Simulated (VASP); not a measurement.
# BN (P6_3/mmc) in VASP: further runs, part 2 of 2

VASP 6.6.1. The steps go on from the part before.

## (4) Single point, PBE-based global hybrid with 20 % exact exchange

The input, POSCAR:

```
BN
1.0
    2.5055553615      0.0000000001      0.0000000000
   -1.2527776808      2.1698745936      0.0000000000
    0.0000000000      0.0000000000      6.6528827690
B N
2 2
Direct
    0.3333333333      0.6666666667      0.2500000000
    0.6666666667      0.3333333333      0.7500000000
    0.3333333333      0.6666666667      0.7500000000
    0.6666666667      0.3333333333      0.2500000000
```

The input, INCAR.step1:

```
SYSTEM = BN
ALGO = Normal
EDIFF = 1E-5
ENCUT = 520
GGA = PE
ISIF = 2
ISMEAR = 0
LASPH = .TRUE.
LREAL = .FALSE.
LWAVE = .TRUE.
NBANDS = 16
NELM = 80
PREC = Accurate
SIGMA = 0.05
```

The input, INCAR.step2:

```
SYSTEM = BN
AEXX = 0.2
ALGO = Normal
EDIFF = 1E-7
ENCUT = 520
GGA = PE
ISIF = 2
ISMEAR = 0
ISTART = 1
LASPH = .TRUE.
LCHARG = .TRUE.
LELF = .TRUE.
LHFCALC = .TRUE.
LREAL = .FALSE.
LVHAR = .TRUE.
LWAVE = .FALSE.
NBANDS = 16
NELM = 80
PREC = Accurate
PRECFOCK = Normal
SIGMA = 0.05
```

The input, KPOINTS:

```
k-points
0
G
  6 6 2
  0 0 0
```

Potentials or basis: VASP PAW PBE potentials, release 64 (B, N).

Started as:

```bash
> cat potpaw_PBE.64/B/POTCAR potpaw_PBE.64/N/POTCAR > POTCAR
> cp INCAR.step1 INCAR
> mpirun -np 1 vasp_std > vasp.out
> cp INCAR.step2 INCAR
> mpirun -np 1 vasp_std > vasp.out
```

OUTCAR:

```text
SYSTEM = BN
   AEXX = 0.2
   EDIFF = 1E-7
   ENCUT = 520
   GGA = PE
   ISIF = 2
   ISMEAR = 0
   ISTART = 1
   LASPH = .TRUE.
   LHFCALC = .TRUE.
   LREAL = .FALSE.
   NELM = 80
   PREC = Accurate
   PRECFOCK = Normal

 ion  position               nearest neighbor table
   1  0.333  0.667  0.250-   4 1.45   4 1.45   4 1.45
   2  0.667  0.333  0.750-   3 1.45   3 1.45   3 1.45
   3  0.333  0.667  0.750-   2 1.45   2 1.45   2 1.45
   4  0.667  0.333  0.250-   1 1.45   1 1.45   1 1.45

  LATTYP: Found a hexagonal cell.
 ALAT       =     2.5055553615
 C/A-ratio  =     2.6552527520

  Lattice vectors:

 A1 = (   2.5055553615,   0.0000000001,   0.0000000000)
 A2 = (  -1.2527776808,   2.1698745936,   0.0000000000)
 A3 = (   0.0000000000,   0.0000000000,   6.6528827690)

Analysis of symmetry for initial positions (statically):
=====================================================================
 Subroutine PRICEL returns:
 Original cell was already a primitive cell.

 Routine SETGRP: Setting up the symmetry group for a
 hexagonal supercell.

 Subroutine GETGRP returns: Found 24 space group operations
 (whereof 12 operations were pure point group operations)
 out of a pool of 24 trial point group operations.

The static configuration has the point symmetry D_3d.
 The point group associated with its full space group is D_6h.

Analysis of symmetry for dynamics (positions and initial velocities):
=====================================================================
 Subroutine PRICEL returns:
 Original cell was already a primitive cell.

 Routine SETGRP: Setting up the symmetry group for a
 hexagonal supercell.

 Subroutine GETGRP returns: Found 24 space group operations
 (whereof 12 operations were pure point group operations)
 out of a pool of 24 trial point group operations.

The dynamic configuration has the point symmetry D_3d.
 The point group associated with its full space group is D_6h.

 Subroutine INISYM returns: Found 24 space group operations
 (whereof 12 operations are pure point group operations),
 and found     1 'primitive' translations

----------------------------------------------------------------------------------------

                                     Primitive cell

  volume of cell :      36.1700

  direct lattice vectors                    reciprocal lattice vectors
     2.505555361  0.000000000  0.000000000     0.399113113  0.230428063  0.000000000
    -1.252777681  2.169874594  0.000000000    -0.000000000  0.460856126  0.000000000
     0.000000000  0.000000000  6.652882769     0.000000000  0.000000000  0.150310780

  length of vectors
     2.505555361  2.505555361  6.652882769     0.460856126  0.460856126  0.150310780

  position of ions in fractional coordinates (direct lattice)
     0.333333333  0.666666667  0.250000000
     0.666666667  0.333333333  0.750000000
     0.333333333  0.666666667  0.750000000
     0.666666667  0.333333333  0.250000000
[... 44 lines left out ...]
  0.166667 -0.000000  0.500000      6.000000
  0.333333 -0.000000  0.500000      6.000000
  0.500000  0.000000  0.500000      3.000000
  0.166667  0.166667  0.500000      6.000000
  0.333333  0.166667  0.500000     12.000000
  0.333333  0.333333  0.500000      2.000000
   k-points           NKPTS =     14   k-points in BZ     NKDIM =     72   number of bands    NBANDS=     16
   number of dos      NEDOS =    301   number of ions     NIONS =      4
   total plane-waves  NPLWV =  20000
   dimension x,y,z NGX =    20 NGY =   20 NGZ =   50
   dimension x,y,z NGXF=    40 NGYF=   40 NGZF=  100
   ions per type =               2   2
   NGX,Y,Z   is equivalent  to a cutoff of  13.27, 13.27, 12.49 a.u.
   NGXF,Y,Z  is equivalent  to a cutoff of  26.54, 26.54, 24.99 a.u.
 SYSTEM =  BN
   PREC   = accura    normal or accurate (medium, high low for compatibility)
   ISTART =      1    job   : 0-new  1-cont  2-samecut
   ICHARG =      0    charge: 1-file 2-atom 10-const
   ISPIN  =      1    spin polarized calculation?
   LNONCOLLINEAR =      F non collinear calculations
   LSORBIT =      F    spin-orbit coupling
   LASPH  =      T    aspherical Exc in radial PAW
   ENCUT  =  520.0 eV  38.22 Ry    6.18 a.u.   4.66  4.66 12.37*2*pi/ulx,y,z
   NELM   =     80;   NELMIN=  2; NELMDL=  0     # of ELM steps
   EDIFF  = 0.1E-06   stopping-criterion for ELM
   LREAL  =      F    real-space projection
   EDIFFG = 0.1E-05   stopping-criterion for IOM
   NSW    =      0    number of steps for IOM
   IBRION =     -1    ionic relax: 0-MD 1-quasi-New 2-CG
   NFREE  =      0    steps in history (QN), initial steepest desc. (CG)
   ISIF   =      2    stress and relaxation
   ISYM   =      3    0-nonsym 1-usesym 2-fastsym
   POTIM  = 0.5000    time-step for ionic-motion
   TEBEG  =    0.0;   TEEND  =   0.0 temperature during run
   PSTRESS=    0.0 pullay stress
   NELECT =      16.0000    total number of electrons
   NUPDOWN=      -1.0000    fix difference up-down
   EMIN   =  10.00;   EMAX   =-10.00  energy-range for DOS
   EFERMI =   0.00;   METHOD = LEGACY
   ISMEAR =     0;   SIGMA  =   0.05  broadening in eV -4-tet -1-fermi 0-gaus
   EFERMI_NEDOS =   21; number of points for ismear=-14 and -15
   IALGO  =     38    algorithm
   IMIX   =      1    mixing-type and parameters
     AMIX     =   0.40;   BMIX     =  1.00
     AMIX_MAG =   1.60;   BMIX_MAG =  1.00
  volume/ion in A,a.u.               =       9.04        61.02
  Fermi-wavevector in a.u.,A,eV,Ry     =   1.247380  2.357206 21.170067  1.555956
  Thomas-Fermi vector in A             =   2.381514
   LORBIT       =      0    0 simple, 1 ext, 2 COOP (PROOUT), +10 PAW based schemes
   GGA     = PE    functional components
   LHFCALC =     T    Hartree Fock is set to
   PRECFOCK=normal    Normal, Fast or Accurate (Low or Medium for compatibility)
   ENCUT4O =  -1.0   cutoff for four orbital integrals eV
   NKREDX  =     1    reduce k-point grid by
   NKREDY  =     1    reduce k-point grid by
   NKREDZ  =     1    reduce k-point grid by
   AEXX    =    0.2000 exact exchange contribution
   HFSCREEN=    0.0000 screening length (either q_TF or 0.3 A-1)
   HFSCREENC=   0.0000 screening length for correlation (either q_TF or 0.3 A-1)
   ENCUTFOCK=  -1.0 apply spherical cutoff to Coloumb kernel
   IVDW    =     0    specifies the selected vdW correction
   LEPSILON=     F    determine dielectric tensor
   LRPA    =     F    only Hartree local field effects (RPA)
 non-spin polarized calculation
 Gauss-broadening in eV      SIGMA  =   0.05
  energy-cutoff  :      520.00
  volume of cell :       36.17
 maximum number of plane-waves:       992
 NGX is ok and might be reduce to    20
  NGX = 14; NGY = 14; NGZ = 40

 number of electron      15.9999998 magnetization

 Free energy of the ion-electron system (eV)
  ---------------------------------------------------
  ext. energy  EPLUGINS =         0.00000000
  ---------------------------------------------------
  free energy    TOTEN  =       -41.18409758 eV

  energy without entropy =      -41.18409758  energy(sigma->0) =      -41.18409758

 E-fermi :   1.5692     XC(G=0):  -8.3491

 val. band max:        1.2845193965   @ k =   0.3333   0.3333   0.5000
 cond. band min:       7.2167147079   @ k =   0.5000   0.0000   0.0000
 fundamental gap:      5.9321953115
 Fermi energy:         1.5691971419

 k-point     1 :       0.0000    0.0000    0.0000
  band No.  band energies     occupation
      1     -17.9654      2.00000
      2     -17.6609      2.00000
      3      -5.4037      2.00000
      4      -3.1448      2.00000
      5      -0.2512      2.00000
      6      -0.2512      2.00000
[... 243 lines left out ...]
      3      -7.2174      2.00000
      4      -7.2174      2.00000
      5      -6.5302      2.00000
      6      -6.5302      2.00000
[... 8 lines left out ...]
     15      20.9233      0.00000
     16      20.9233      0.00000

------------------------ aborting loop because EDIFF is reached ----------------------------------------

  FORCE on cell =-STRESS in cart. coord.  units (eV):
  Direction    XX          YY          ZZ          XY          YZ          ZX
  --------------------------------------------------------------------------------------
  -------------------------------------------------------------------------------------
  Total       -0.6092341     -0.6092341      0.4799174     -0.0000000      0.0000000     -0.0000000
  in kB      -26.9864824    -26.9864824     21.2583009     -0.0000000      0.0000000     -0.0000000
  external PRESSURE =     -10.9048880 kB  Pullay stress =       0.0000000 kB

 VOLUME and BASIS-vectors are now :
 -----------------------------------------------------------------------------
  energy-cutoff  :      520.00
  volume of cell :       36.17
      direct lattice vectors                 reciprocal lattice vectors
     2.505555361  0.000000000  0.000000000     0.399113113  0.230428063  0.000000000
    -1.252777681  2.169874594  0.000000000    -0.000000000  0.460856126  0.000000000
     0.000000000  0.000000000  6.652882769     0.000000000  0.000000000  0.150310780

 POSITION                                       TOTAL-FORCE (eV/Angst)
 -----------------------------------------------------------------------------------
     -0.00000      1.44658      1.66322         0.000000      0.000000     -0.000000
      1.25278      0.72329      4.98966        -0.000000      0.000000     -0.000000
     -0.00000      1.44658      4.98966         0.000000     -0.000000      0.000000
      1.25278      0.72329      1.66322        -0.000000     -0.000000      0.000000
 -----------------------------------------------------------------------------------
    total drift:                               -0.000000     -0.000000     -0.000000

  FREE ENERGIE OF THE ION-ELECTRON SYSTEM (eV)
  ---------------------------------------------------
  free  energy   TOTEN  =       -41.1840975807 eV

  energy  without entropy=      -41.1840975807  energy(sigma->0) =      -41.18409758
```

It took 6.7 min on 1 thread of AMD EPYC 7R43 (Zen 3), shared host; peak memory 0.12 GiB.

Results:

```
Free energy            : -41.1841 eV
Pressure               : -1.1 GPa
Band gap on the k mesh : 5.93 eV (least direct gap 6.38 eV)
```

Levels at points of the mesh, in eV from the valence-band top:
```csv
k point,band 6,band 7,band 8,band 9,band 10,band 11
"(0.00, 0.00, 0.00)",-1.54,-1.50,-1.50,6.78,12.28,13.56
"(0.50, 0.00, 0.00)",-4.47,-1.53,-0.48,5.93,7.41,11.36
"(0.00, 0.00, 0.50)",-1.52,-1.52,-1.52,9.29,9.29,13.63
"(0.50, 0.00, 0.50)",-4.50,-0.98,-0.98,6.42,6.42,11.79
```

Caveat: the k points lie up to 0.48 Å⁻¹ apart; the PAW data sets were made with another functional, which shifts forces and pressure a little. A k mesh can miss the band edges.

## (5) Single point, r2SCANh

POSCAR is that of step 4.

The input, INCAR.step1:

```
SYSTEM = BN
PREC     = Accurate       ! precision mode
ENCUT    = 520            ! plane-wave cutoff, eV
EDIFF    = 1E-5           ! SCF threshold, eV
ISMEAR   = 0              ! smearing method
SIGMA    = 0.05           ! smearing width, eV
LREAL    = .FALSE.        ! projectors in reciprocal space
LASPH    = .TRUE.         ! aspherical terms in the spheres
NELM     = 80             ! most SCF steps
ALGO     = Normal         ! electronic algorithm
ISIF     = 2              ! what is computed and relaxed
LWAVE    = .TRUE.         ! write WAVECAR
LCHARG   = .FALSE.        ! write CHGCAR
GGA      = PE             ! functional
NBANDS   = 16             ! bands
```

The input, INCAR.step2:

```
SYSTEM = BN
PREC     = Accurate       ! precision mode
ENCUT    = 520            ! plane-wave cutoff, eV
EDIFF    = 1E-7           ! SCF threshold, eV
ISMEAR   = 0              ! smearing method
SIGMA    = 0.05           ! smearing width, eV
LREAL    = .FALSE.        ! projectors in reciprocal space
LASPH    = .TRUE.         ! aspherical terms in the spheres
NELM     = 80             ! most SCF steps
ALGO     = Normal         ! electronic algorithm
ISIF     = 2              ! what is computed and relaxed
LWAVE    = .FALSE.        ! write WAVECAR
LCHARG   = .FALSE.        ! write CHGCAR
METAGGA  = R2SCAN         ! meta-GGA
LHFCALC  = .TRUE.         ! exact exchange
AEXX     = 0.1            ! exact-exchange fraction
LMIXTAU  = .TRUE.       
PRECFOCK = Normal       
ISTART   = 1            
NBANDS   = 16             ! bands
```

The input, KPOINTS:

```
regular mesh
0
G
  6 6 2
  0 0 0
```

Started as:

```bash
> cat potpaw_PBE.64/B/POTCAR potpaw_PBE.64/N/POTCAR > POTCAR
> cp INCAR.step1 INCAR
> mpirun -np 1 vasp_std > vasp.out
> cp INCAR.step2 INCAR
> mpirun -np 1 vasp_std > vasp.out
```

Run time: 8.7 min. Hardware: 1 thread of AMD EPYC 7R43 (Zen 3), shared host; peak memory 0.12 GiB.

It converged, with:

- Free energy: -41.2368 eV
- Pressure: -2.1 GPa
- Band gap on the k mesh: 5.62 eV (least direct gap 6.07 eV)

Stress tensor (GPa, compression positive):
```
-3.38  0.00  0.00
 0.00 -3.38  0.00
 0.00  0.00  0.60
```

Levels at points of the mesh, in eV from the valence-band top:
```
           k point  band 6  band 7  band 8  band 9  band 10  band 11
(0.00, 0.00, 0.00)   -1.44   -1.40   -1.40    6.32    11.93    13.18
(0.50, 0.00, 0.00)   -4.38   -1.48   -0.45    5.62     7.12    11.01
(0.00, 0.00, 0.50)   -1.42   -1.42   -1.42    8.87     8.87    13.25
(0.50, 0.00, 0.50)   -4.42   -0.95   -0.95    6.10     6.10    11.46
```

Caveat: the k points lie up to 0.48 Å⁻¹ apart; the PAW data sets were made with another functional, which shifts forces and pressure a little.

## (6) Single point, HF

POSCAR is that of step 5.

The input, INCAR.step1:

```
SYSTEM = BN
  ALGO = Normal
  EDIFF = 1E-5
  ENCUT = 520
  GGA = PE
  ISIF = 2
  ISMEAR = 0
  LASPH = .TRUE.
  LREAL = .FALSE.
  LWAVE = .TRUE.
  NBANDS = 16
  NELM = 100
  PREC = Accurate
  SIGMA = 0.05
```

The input, INCAR.step2:

```
SYSTEM = BN
  AEXX = 1.0
  AGGAC = 0.0
  ALDAC = 0.0
  ALGO = Normal
  EDIFF = 1E-6
  ENCUT = 520
  GGA = PE
  ISIF = 2
  ISMEAR = 0
  ISTART = 1
  LASPH = .TRUE.
  LCHARG = .TRUE.
  LELF = .TRUE.
  LHFCALC = .TRUE.
  LREAL = .FALSE.
  LVHAR = .TRUE.
  LWAVE = .FALSE.
  NBANDS = 16
  NELM = 100
  PREC = Accurate
  PRECFOCK = Normal
  SIGMA = 0.05
```

The input, KPOINTS:

```
k-points
0
G
  6 6 2
  0 0 0
```

Potentials or basis: VASP PAW PBE potentials, release 64 (B, N).

Started as:

```bash
> cat potpaw_PBE.64/B/POTCAR potpaw_PBE.64/N/POTCAR > POTCAR
> cp INCAR.step1 INCAR
> mpirun -np 1 vasp_std > vasp.out
> cp INCAR.step2 INCAR
> mpirun -np 1 vasp_std > vasp.out
```

Run time: 8.5 min. Hardware: 1 thread of AMD EPYC 7R43 (Zen 3), shared host; peak memory 0.12 GiB.

It converged, with:

```yaml
Free_energy: -60.7370 eV
Pressure: -2.9 GPa
Band_gap_on_the_k_mesh: 13.26 eV (least direct gap 13.81 eV)
```

Stress tensor (GPa, compression positive):
```
-6.20  0.00  0.00
 0.00 -6.20  0.00
 0.00  0.00  3.73
```

Levels at points of the mesh, in eV from the valence-band top:
```
           k point  band 5  band 6  band 7  band 8  band 9  band 10  band 11  band 12
(0.00, 0.00, 0.00)   -2.13   -2.13   -2.08   -2.08   13.42    20.37    22.33    22.33
(0.50, 0.00, 0.00)   -5.75   -5.67   -1.74   -0.55   13.26    15.16    19.31    19.97
(0.00, 0.00, 0.50)   -2.10   -2.10   -2.10   -2.10   16.47    16.47    22.42    22.42
(0.50, 0.00, 0.50)   -5.71   -5.71   -1.12   -1.12   13.79    13.79    20.04    20.04
```

Caveat: the k points lie up to 0.48 Å⁻¹ apart; the PAW data sets were made with another functional, which shifts forces and pressure a little. A k mesh can miss the band edges.

## (7) The runs side by side

| level | grid for exact exchange (PRECFOCK) | share of exact exchange | gap on the mesh (eV) | pressure (GPa) |
| --- | --- | --- | --- | --- |
| PBE | - | - | 4.28 | 3.0 |
| PBE-based global hybrid with 10 % exact exchange | Normal | 0.1 | 5.10 | 0.9 |
| PBE-based global hybrid with 20 % exact exchange | Normal | 0.2 | 5.93 | -1.1 |
| r2SCANh | Normal | 0.1 | 5.62 | -2.1 |
| HF | Normal | 1 | 13.26 | -2.9 |

Alike in all rows: task single point; potentials or basis VASP PAW PBE potentials, release 64 (B, N); no spin polarisation; cell as given; k mesh 6 × 6 × 2; cutoff (eV) 520; smearing gaussian 0.05 eV.

Caveats: all runs use coarse meshes; the PAW data sets were made with another functional, which shifts forces and pressure a little (at least some runs); this functional lacks dispersion, which binds layers or chains, so the pressure and a relaxed spacing across them are unreliable (at least some runs).

Total energies depend on the potentials used, so only differences within one code and one set of settings carry meaning.
